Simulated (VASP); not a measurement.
# FeSi (P2_13) in VASP: further runs, part 2 of 2

VASP 6.6.1. Earlier steps stand in the parts before.

## (3) Single point, LDA

This run uses another cell than the first one, of 10.50 Å³/atom, 1.008 times its volume.

Contents of INCAR:

```
PREC     = Accurate       # precision mode
ENCUT    = 520            # plane-wave cutoff, eV
EDIFF    = 1E-7           # SCF threshold, eV
ISMEAR   = 0              # smearing method
SIGMA    = 0.01           # smearing width, eV
LREAL    = F              # projectors in reciprocal space
LASPH    = T              # aspherical terms in the spheres
NELM     = 80             # most SCF steps
ALGO     = Normal         # electronic algorithm
ISIF     = 2              # what is computed and relaxed
LWAVE    = F              # write WAVECAR
LCHARG   = T              # write CHGCAR
LELF     = T              # ELF
LVHAR    = T            
NBANDS   = 34             # bands
```

Contents of KPOINTS:

```
Automatic mesh
0
Gamma
  8 8 8
```

Contents of POSCAR:

```
FeSi
1.0
    4.3800000000      0.0000000000      0.0000000000
    0.0000000000      4.3800000000      0.0000000000
    0.0000000000      0.0000000000      4.3800000000
Fe Si
4 4
Direct
    0.1364877307      0.1364877307      0.1364877307
    0.3635122693      0.8635122693      0.6364877307
    0.6364877307      0.3635122693      0.8635122693
    0.8635122693      0.6364877307      0.3635122693
    0.8406538555      0.8406538555      0.8406538555
    0.6593461445      0.1593461445      0.3406538555
    0.3406538555      0.6593461445      0.1593461445
    0.1593461445      0.3406538555      0.6593461445
```

Potentials or basis: VASP PAW LDA potentials, release 64 (Fe, Si).

On the command line:

```console
cat potpaw_LDA.64/Fe/POTCAR potpaw_LDA.64/Si/POTCAR > POTCAR
mpirun -np 1 vasp_std > vasp.out
```

OUTCAR:

```text
PREC = Accurate
   ENCUT = 520
   EDIFF = 1E-7
   ISMEAR = 0
   LREAL = F
   LASPH = T
   NELM = 80
   ISIF = 2

 ion  position               nearest neighbor table
   1  0.136  0.136  0.136-   5 2.24   6 2.28   7 2.28   8 2.28   7 2.46   8 2.46   6 2.46   3 2.69
                             4 2.69   2 2.69   2 2.69   4 2.69   3 2.69
   2  0.364  0.864  0.636-   6 2.24   5 2.28   7 2.28   8 2.28   7 2.46   8 2.46   5 2.46   1 2.69
                             1 2.69   3 2.69   3 2.69   4 2.69   4 2.69
   3  0.636  0.364  0.864-   7 2.24   6 2.28   5 2.28   8 2.28   8 2.46   6 2.46   5 2.46   1 2.69
                             4 2.69   2 2.69   2 2.69   4 2.69   1 2.69
   4  0.864  0.636  0.364-   8 2.24   6 2.28   7 2.28   5 2.28   6 2.46   5 2.46   7 2.46   1 2.69
                             3 2.69   2 2.69   1 2.69   2 2.69   3 2.69
   5  0.841  0.841  0.841-   1 2.24   2 2.28   3 2.28   4 2.28   3 2.46   4 2.46   2 2.46   6 2.72
                             7 2.72   8 2.72   6 2.72   8 2.72   7 2.72
   6  0.659  0.159  0.341-   2 2.24   1 2.28   3 2.28   4 2.28   3 2.46   4 2.46   1 2.46   8 2.72
                             5 2.72   5 2.72   7 2.72   7 2.72   8 2.72
   7  0.341  0.659  0.159-   3 2.24   2 2.28   1 2.28   4 2.28   4 2.46   2 2.46   1 2.46   8 2.72
                             5 2.72   8 2.72   6 2.72   6 2.72   5 2.72
   8  0.159  0.341  0.659-   4 2.24   2 2.28   3 2.28   1 2.28   2 2.46   1 2.46   3 2.46   7 2.72
                             5 2.72   7 2.72   5 2.72   6 2.72   6 2.72

  LATTYP: Found a simple cubic cell.
 ALAT       =     4.3800000000

  Lattice vectors:

 A1 = (   4.3800000000,   0.0000000000,   0.0000000000)
 A2 = (   0.0000000000,   4.3800000000,   0.0000000000)
 A3 = (   0.0000000000,   0.0000000000,   4.3800000000)

Analysis of symmetry for initial positions (statically):
=====================================================================
 Subroutine PRICEL returns:
 Original cell was already a primitive cell.

 Routine SETGRP: Setting up the symmetry group for a
 simple cubic supercell.

 Subroutine GETGRP returns: Found 12 space group operations
 (whereof  3 operations were pure point group operations)
 out of a pool of 48 trial point group operations.

The static configuration has the point symmetry C_3 .
 The point group associated with its full space group is T   .

Analysis of symmetry for dynamics (positions and initial velocities):
=====================================================================
 Subroutine PRICEL returns:
 Original cell was already a primitive cell.

 Routine SETGRP: Setting up the symmetry group for a
 simple cubic supercell.

 Subroutine GETGRP returns: Found 12 space group operations
 (whereof  3 operations were pure point group operations)
 out of a pool of 48 trial point group operations.

The dynamic configuration has the point symmetry C_3 .
 The point group associated with its full space group is T   .

 Subroutine INISYM returns: Found 12 space group operations
 (whereof  3 operations are pure point group operations),
 and found     1 'primitive' translations

----------------------------------------------------------------------------------------

                                     Primitive cell

  volume of cell :      84.0277

  direct lattice vectors                    reciprocal lattice vectors
[... 59 lines left out ...]
  0.375000  0.000000  0.000000      6.000000
  0.500000  0.000000  0.000000      3.000000
  0.125000  0.125000  0.000000     12.000000
[... 16 lines left out ...]
  0.250000  0.125000  0.125000     24.000000
  0.375000  0.125000  0.125000     24.000000
 [... further k-points ...]
   k-points           NKPTS =     45   k-points in BZ     NKDIM =     45   number of bands    NBANDS=     34
   number of dos      NEDOS =    301   number of ions     NIONS =      8
   total plane-waves  NPLWV =  46656
   dimension x,y,z NGX =    36 NGY =   36 NGZ =   36
   dimension x,y,z NGXF=    72 NGYF=   72 NGZF=   72
   ions per type =               4   4
   NGX,Y,Z   is equivalent  to a cutoff of  13.66, 13.66, 13.66 a.u.
   NGXF,Y,Z  is equivalent  to a cutoff of  27.33, 27.33, 27.33 a.u.
 SYSTEM =  unknown system
   PREC   = accura    normal or accurate (medium, high low for compatibility)
   ISTART =      0    job   : 0-new  1-cont  2-samecut
   ICHARG =      2    charge: 1-file 2-atom 10-const
   ISPIN  =      1    spin polarized calculation?
   LNONCOLLINEAR =      F non collinear calculations
   LSORBIT =      F    spin-orbit coupling
   LASPH  =      T    aspherical Exc in radial PAW
   ENCUT  =  520.0 eV  38.22 Ry    6.18 a.u.   8.14  8.14  8.14*2*pi/ulx,y,z
   NELM   =     80;   NELMIN=  2; NELMDL= -5     # of ELM steps
   EDIFF  = 0.1E-06   stopping-criterion for ELM
   LREAL  =      F    real-space projection
   EDIFFG = 0.1E-05   stopping-criterion for IOM
   NSW    =      0    number of steps for IOM
   IBRION =     -1    ionic relax: 0-MD 1-quasi-New 2-CG
   NFREE  =      0    steps in history (QN), initial steepest desc. (CG)
   ISIF   =      2    stress and relaxation
   ISYM   =      2    0-nonsym 1-usesym 2-fastsym
   POTIM  = 0.5000    time-step for ionic-motion
   TEBEG  =    0.0;   TEEND  =   0.0 temperature during run
   PSTRESS=    0.0 pullay stress
   NELECT =      48.0000    total number of electrons
   NUPDOWN=      -1.0000    fix difference up-down
   EMIN   =  10.00;   EMAX   =-10.00  energy-range for DOS
   EFERMI =   0.00;   METHOD = LEGACY
   ISMEAR =     0;   SIGMA  =   0.01  broadening in eV -4-tet -1-fermi 0-gaus
   EFERMI_NEDOS =   21; number of points for ismear=-14 and -15
   IALGO  =     38    algorithm
   IMIX   =      4    mixing-type and parameters
     AMIX     =   0.40;   BMIX     =  1.00
     AMIX_MAG =   1.60;   BMIX_MAG =  1.00
  volume/ion in A,a.u.               =      10.50        70.88
  Fermi-wavevector in a.u.,A,eV,Ry     =   1.358359  2.566926 25.104631  1.845138
  Thomas-Fermi vector in A             =   2.485199
   LORBIT       =      0    0 simple, 1 ext, 2 COOP (PROOUT), +10 PAW based schemes
   GGA     = CA    functional components
   LHFCALC =     F    Hartree Fock is set to
   AEXX    =    0.0000 exact exchange contribution
   IVDW    =     0    specifies the selected vdW correction
   LEPSILON=     F    determine dielectric tensor
   LRPA    =     F    only Hartree local field effects (RPA)
 non-spin polarized calculation
 Gauss-broadening in eV      SIGMA  =   0.01
  energy-cutoff  :      520.00
  volume of cell :       84.03
 maximum number of plane-waves:      2301
 NGX is ok and might be reduce to    36
   NGX = 17   NGY = 17   NGZ = 17

 number of electron      47.9999993 magnetization

 Free energy of the ion-electron system (eV)
  ---------------------------------------------------
  ext. energy  EPLUGINS =         0.00000000
  ---------------------------------------------------
  free energy    TOTEN  =       -66.55374729 eV

  energy without entropy =      -66.55374729  energy(sigma->0) =      -66.55374729

 E-fermi :  10.3387     XC(G=0): -13.1989

 val. band max:       10.2609135708   @ k =   0.2500   0.1250   0.1250
 cond. band min:      10.3914305106   @ k =   0.3750   0.1250   0.1250
 fundamental gap:      0.1305169398
 Fermi energy:        10.3387427468

 k-point     1 :       0.0000    0.0000    0.0000
  band No.  band energies     occupation
      1      -3.2700      2.00000
      2       2.2159      2.00000
      3       2.2159      2.00000
      4       2.2159      2.00000
      5       5.0570      2.00000
      6       5.0570      2.00000
[... 877 lines left out ...]
     33      14.7547      0.00000
     34      15.4633      0.00000

 [... further k-points ...]
[... 5 lines left out ...]
  --------------------------------------------------------------------------------------
  -------------------------------------------------------------------------------------
  Total       -0.5530308     -0.5530308     -0.5530308     -0.0000000      0.0000000      0.0000000
  in kB      -10.5447802    -10.5447802    -10.5447802     -0.0000000      0.0000000      0.0000000
  external PRESSURE =     -10.5447802 kB  Pullay stress =       0.0000000 kB

 VOLUME and BASIS-vectors are now :
 -----------------------------------------------------------------------------
  energy-cutoff  :      520.00
  volume of cell :       84.03
      direct lattice vectors                 reciprocal lattice vectors
     4.380000000  0.000000000  0.000000000     0.228310502  0.000000000  0.000000000
     0.000000000  4.380000000  0.000000000     0.000000000  0.228310502  0.000000000
     0.000000000  0.000000000  4.380000000     0.000000000  0.000000000  0.228310502

 POSITION                                       TOTAL-FORCE (eV/Angst)
 -----------------------------------------------------------------------------------
      0.59782      0.59782      0.59782         0.026850      0.026850      0.026850
      1.59218      3.78218      2.78782        -0.026850     -0.026850      0.026850
      2.78782      1.59218      3.78218         0.026850     -0.026850     -0.026850
      3.78218      2.78782      1.59218        -0.026850      0.026850     -0.026850
      3.68206      3.68206      3.68206         0.004639      0.004639      0.004639
      2.88794      0.69794      1.49206        -0.004639     -0.004639      0.004639
      1.49206      2.88794      0.69794         0.004639     -0.004639     -0.004639
      0.69794      1.49206      2.88794        -0.004639      0.004639     -0.004639
 -----------------------------------------------------------------------------------
    total drift:                               -0.000000     -0.000000      0.000000

  FREE ENERGIE OF THE ION-ELECTRON SYSTEM (eV)
  ---------------------------------------------------
  free  energy   TOTEN  =       -66.5537472917 eV

  energy  without entropy=      -66.5537472917  energy(sigma->0) =      -66.55374729
```

Wall time 74 s (1 thread of AMD EPYC 9R45 (Zen 5), shared host); peak memory 0.2 GiB.

What came out:

```
Free energy            : -66.5537 eV
Pressure               : -1.1 GPa
Largest force          : 0.047 eV/Å
Band gap on the k mesh : 0.13 eV, indirect (least direct gap 0.16 eV)
```

Forces on the atoms (eV/Å):
```
Fe   0.027  0.027  0.027
Fe  -0.027 -0.027  0.027
Fe   0.027 -0.027 -0.027
Fe  -0.027  0.027 -0.027
Si   0.005  0.005  0.005
Si  -0.005 -0.005  0.005
Si   0.005 -0.005 -0.005
Si  -0.005  0.005 -0.005
```

## (4) Single point, LDA

This run uses another cell than the first one, of 10.87 Å³/atom, 1.043 times its volume.

Contents of INCAR:

```
SYSTEM = FeSi
ALGO = Normal
EDIFF = 1E-7
ENCUT = 520
ISIF = 2
ISMEAR = 0
LASPH = .True.
LCHARG = .True.
LELF = .True.
LREAL = .False.
LVHAR = .True.
LWAVE = .False.
NBANDS = 34
NELM = 80
PREC = Accurate
SIGMA = 0.01
```

Contents of KPOINTS:

```
k-points
0
Gamma
  8 8 8
  0 0 0
```

Contents of POSCAR:

```
FeSi
1.0
    4.4300000000      0.0000000000      0.0000000000
    0.0000000000      4.4300000000      0.0000000000
    0.0000000000      0.0000000000      4.4300000000
Fe Si
4 4
Direct
    0.1347372294      0.1347372294      0.1347372294
    0.3652627706      0.8652627706      0.6347372294
    0.6347372294      0.3652627706      0.8652627706
    0.8652627706      0.6347372294      0.3652627706
    0.8398807876      0.8398807876      0.8398807876
    0.6601192124      0.1601192124      0.3398807876
    0.3398807876      0.6601192124      0.1601192124
    0.1601192124      0.3398807876      0.6601192124
```

On the command line:

```console
cat potpaw_LDA.64/Fe/POTCAR potpaw_LDA.64/Si/POTCAR > POTCAR
mpirun -np 1 vasp_std > vasp.out
```

It took 78 s on 1 thread of AMD EPYC 9R45 (Zen 5), shared host; peak memory 0.21 GiB.

Results (log left out):

```yaml
Free_energy: -66.4599 eV
Pressure: -8.8 GPa
Largest_force: 0.048 eV/Å
Band_gap_on_the_k_mesh: 0.14 eV, indirect (least direct gap 0.16 eV)
```

Forces on the atoms (eV/Å):
```
Fe   0.028  0.028  0.028
Fe  -0.028 -0.028  0.028
Fe   0.028 -0.028 -0.028
Fe  -0.028  0.028 -0.028
Si   0.005  0.005  0.005
Si  -0.005 -0.005  0.005
Si   0.005 -0.005 -0.005
Si  -0.005  0.005 -0.005
```

Levels at points of the mesh, in eV from the valence-band top:
| k point | band 21 | band 22 | band 23 | band 24 | band 25 | band 26 | band 27 | band 28 |
| --- | --- | --- | --- | --- | --- | --- | --- | --- |
| (0.00, 0.00, 0.00) | -0.27 | -0.27 | -0.03 | -0.03 | 0.66 | 0.66 | 0.66 | 3.11 |
| (0.50, 0.00, 0.00) | -0.38 | -0.38 | -0.02 | -0.02 | 0.18 | 0.18 | 1.75 | 1.75 |
| (0.50, 0.50, 0.00) | -1.03 | -1.03 | -0.36 | -0.36 | 0.64 | 0.64 | 1.31 | 1.31 |
| (0.50, 0.50, 0.50) | -0.66 | -0.66 | -0.66 | -0.66 | 0.47 | 0.47 | 0.47 | 0.47 |

A k mesh can miss the band edges. Spin polarisation is off, so any magnetic state and its effect on volume and gap are missing.

## (5) Single point, LDA

This run uses another cell than the first one, of 11.25 Å³/atom, 1.080 times its volume.

Contents of INCAR:

```
SYSTEM = FeSi
PREC     = Accurate       ! precision mode
ENCUT    = 520            ! plane-wave cutoff, eV
EDIFF    = 1E-6           ! SCF threshold, eV
ISMEAR   = 0              ! smearing method
SIGMA    = 0.01           ! smearing width, eV
LREAL    = .False.        ! projectors in reciprocal space
LASPH    = .True.         ! aspherical terms in the spheres
NELM     = 80             ! most SCF steps
ALGO     = Normal         ! electronic algorithm
ISIF     = 2              ! what is computed and relaxed
LWAVE    = .False.        ! write WAVECAR
LCHARG   = .False.        ! write CHGCAR
NBANDS   = 34             ! bands
```

Contents of KPOINTS:

```
regular mesh
0
Gamma
  8 8 8
  0 0 0
```

Contents of POSCAR:

```
FeSi
1.0
    4.4820000000      0.0000000000      0.0000000000
    0.0000000000      4.4820000000      0.0000000000
    0.0000000000      0.0000000000      4.4820000000
Fe Si
4 4
Direct
    0.1326733551      0.1326733551      0.1326733551
    0.3673266449      0.8673266449      0.6326733551
    0.6326733551      0.3673266449      0.8673266449
    0.8673266449      0.6326733551      0.3673266449
    0.8389387481      0.8389387481      0.8389387481
    0.6610612519      0.1610612519      0.3389387481
    0.3389387481      0.6610612519      0.1610612519
    0.1610612519      0.3389387481      0.6610612519
```

On the command line:

```console
cat potpaw_LDA.64/Fe/POTCAR potpaw_LDA.64/Si/POTCAR > POTCAR
mpirun -np 1 vasp_std > vasp.out
```

It took 73 s on 1 thread of AMD EPYC 9R45 (Zen 5), shared host; peak memory 0.21 GiB.

The run converged. Its results:

```yaml
Free_energy: -66.2215 eV
Pressure: -15.3 GPa
Largest_force: 0.044 eV/Å
Band_gap_on_the_k_mesh: 0.14 eV, indirect (least direct gap 0.16 eV)
```

Forces in eV/Å, atoms in the order of the input:
```
Fe   0.025  0.025  0.025
Fe  -0.025 -0.025  0.025
Fe   0.025 -0.025 -0.025
Fe  -0.025  0.025 -0.025
Si   0.006  0.006  0.006
Si  -0.006 -0.006  0.006
Si   0.006 -0.006 -0.006
Si  -0.006  0.006 -0.006
```

Levels at points of the mesh, in eV from the valence-band top:
| k point | band 22 | band 23 | band 24 | band 25 | band 26 | band 27 |
| --- | --- | --- | --- | --- | --- | --- |
| (0.00, 0.00, 0.00) | -0.26 | -0.02 | -0.02 | 0.63 | 0.63 | 0.63 |
| (0.50, 0.00, 0.00) | -0.35 | -0.02 | -0.02 | 0.19 | 0.19 | 1.69 |
| (0.50, 0.50, 0.00) | -0.98 | -0.33 | -0.33 | 0.62 | 0.62 | 1.25 |
| (0.50, 0.50, 0.50) | -0.61 | -0.61 | -0.61 | 0.46 | 0.46 | 0.46 |

## (6) Single point, LDA

This run uses another cell than the first one, of 11.62 Å³/atom, 1.115 times its volume.

Contents of INCAR:

```
SYSTEM = FeSi
  PREC = Accurate
  ENCUT = 520
  EDIFF = 1E-6
  ISMEAR = 0
  SIGMA = 0.01
  LREAL = .False.
  LASPH = .True.
  NELM = 100
  ALGO = Normal
  ISIF = 2
  LWAVE = .False.
  LCHARG = .False.
  NBANDS = 34
```

Contents of KPOINTS:

```
Automatic mesh
0
Gamma
  8 8 8
  0 0 0
```

Contents of POSCAR:

```
FeSi
1.0
    4.5300000000      0.0000000000      0.0000000000
    0.0000000000      4.5300000000      0.0000000000
    0.0000000000      0.0000000000      4.5300000000
Fe Si
4 4
Direct
    0.1304889548      0.1304889548      0.1304889548
    0.3695110452      0.8695110452      0.6304889548
    0.6304889548      0.3695110452      0.8695110452
    0.8695110452      0.6304889548      0.3695110452
    0.8379472439      0.8379472439      0.8379472439
    0.6620527561      0.1620527561      0.3379472439
    0.3379472439      0.6620527561      0.1620527561
    0.1620527561      0.3379472439      0.6620527561
```

Potentials or basis: VASP PAW LDA potentials, release 64 (Fe, Si).

On the command line:

```console
cat potpaw_LDA.64/Fe/POTCAR potpaw_LDA.64/Si/POTCAR > POTCAR
mpirun -np 1 vasp_std > vasp.out
```

It took 74 s on 1 thread of AMD EPYC 9R45 (Zen 5), shared host; peak memory 0.21 GiB.

Results (log left out):

```yaml
Free_energy: -65.8913 eV
Pressure: -20.3 GPa
Largest_force: 0.040 eV/Å
Band_gap_on_the_k_mesh: 0.14 eV, indirect (least direct gap 0.16 eV)
```

Forces on the atoms (eV/Å):
```
Fe   0.023  0.023  0.023
Fe  -0.023 -0.023  0.023
Fe   0.023 -0.023 -0.023
Fe  -0.023  0.023 -0.023
Si   0.008  0.008  0.008
Si  -0.008 -0.008  0.008
Si   0.008 -0.008 -0.008
Si  -0.008  0.008 -0.008
```

Levels at points of the mesh, in eV from the valence-band top:
| k point | band 22 | band 23 | band 24 | band 25 | band 26 | band 27 |
| --- | --- | --- | --- | --- | --- | --- |
| (0.00, 0.00, 0.00) | -0.25 | -0.02 | -0.02 | 0.60 | 0.60 | 0.60 |
| (0.50, 0.00, 0.00) | -0.34 | -0.02 | -0.02 | 0.19 | 0.19 | 1.63 |
| (0.50, 0.50, 0.00) | -0.95 | -0.32 | -0.32 | 0.61 | 0.61 | 1.19 |
| (0.50, 0.50, 0.50) | -0.58 | -0.58 | -0.58 | 0.44 | 0.44 | 0.44 |

## (7) Overview

| cell | gap on the mesh (eV) | pressure (GPa) | largest force (eV/Å) |
| --- | --- | --- | --- |
| a = 4.369 Å, 8 atoms | 0.13 | 0.9 | 0.05 |
| a = 4.380 Å, 8 atoms | 0.13 | -1.1 | 0.05 |
| a = 4.430 Å, 8 atoms | 0.14 | -8.8 | 0.05 |
| a = 4.482 Å, 8 atoms | 0.14 | -15.3 | 0.04 |
| a = 4.530 Å, 8 atoms | 0.14 | -20.3 | 0.04 |

Alike in all rows: task single point; level LDA; potentials or basis VASP PAW LDA potentials, release 64 (Fe, Si); no spin polarisation; k mesh 8 × 8 × 8; cutoff (eV) 520; smearing gaussian 0.01 eV.

Total energies depend on the potentials used, so only differences within one code and one set of settings carry meaning.
